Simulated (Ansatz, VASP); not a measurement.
C18N in VASP and in Ansatz

```
CELL_PARAMETERS angstrom
7.39800 0.00000 0.00000
-3.69900 6.40686 0.00000
0.00000 0.00000 11.00000
ATOMIC_POSITIONS crystal
C 0.99681 0.99722 0.08933
C 0.21951 0.10883 0.08580
C 0.99686 0.32945 0.08325
C 0.21843 0.44073 0.08324
C 0.99578 0.66135 0.08590
C 0.21848 0.77296 0.08937
C 0.33060 0.99722 0.08932
C 0.55008 0.11048 0.09127
C 0.32947 0.32873 0.08448
C 0.55250 0.44073 0.08322
C 0.32469 0.65969 0.09130
C 0.54781 0.76542 0.11791
C 0.66746 0.00473 0.11792
C 0.89060 0.11048 0.09129
C 0.66279 0.32945 0.08324
C 0.88583 0.44146 0.08454
C 0.66520 0.65969 0.09127
C 0.88469 0.77296 0.08935
N 0.60763 0.88506 0.22800
```

Alike in both runs: functional LDA; k mesh 2 × 2 × 1; occupations gaussian, width 0.05 eV; collinear spin.

Ansatz relaxed the structure, and its values are those at the end. VASP's run is a single point on that final structure, the one shown.

|  | VASP | Ansatz |
| --- | --- | --- |
| version | VASP 6.6.1 | Ansatz 0.2.0 |
| potentials or method | VASP PAW LDA potentials, release 64 (C, N), cutoff 520 eV | scalar-relativistic, plane waves, PAW |
| valence electrons in the cell | 77 | 77 |

```tsv
	VASP	Ansatz	Ansatz less VASP
rms of the force components (eV/Å)	0.044	0.002	-0.0417
net moment per atom (μB)	0.03	0.03	0.000
size of the moment on the site where the two differ most (μB)	0.32	0.25	-0.070
```

LDA's correlation is that of Perdew and Zunger in VASP and of Perdew and Wang (1992) in Ansatz. Site moments also hang on the region over which each program counts them.

The k mesh is coarse, so the values compare programs but aren't converged.
